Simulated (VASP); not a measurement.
A run of VASP 6.6.1:

Contents of INCAR:

```
SYSTEM = KF
ALGO = Normal ; EDIFF = 1E-6
ENCUT = 600 ; GGA = PE
GGA_COMPAT = .False. ; ISIF = 2
ISMEAR = 0 ; LASPH = .True.
LCHARG = .False. ; LREAL = .False.
LWAVE = .False. ; NBANDS = 15
NELM = 120 ; PREC = Accurate
SIGMA = 0.02
```

File KPOINTS:

```
k-points
0
Gamma
  8 8 8
  0 0 0
```

POSCAR

```
KF
1.0
    0.0000000000      2.6819588456      2.6819588456
    2.6819588456      0.0000000000      2.6819588456
    2.6819588456      2.6819588456      0.0000000000
K F
1 1
Direct
    0.0000000000      0.0000000000      0.0000000000
    0.5000000000      0.5000000000      0.5000000000
```

Potentials or basis: VASP PAW PBE potentials, release 64 (K_sv, F).

The run is started by

```console
$ cat potpaw_PBE.64/K_sv/POTCAR potpaw_PBE.64/F/POTCAR > POTCAR
$ mpirun -np 1 vasp_std > vasp.out
```

Hardware: 1 thread of Intel Xeon 8259CL, with other jobs on the host.

Task: Estimate the wall time of this run.

Result: Run time: 13 s on 1 thread of Intel Xeon 8259CL, on a shared host, peak memory 0.17 GiB. Counts: scf iterations 13, k points 29.
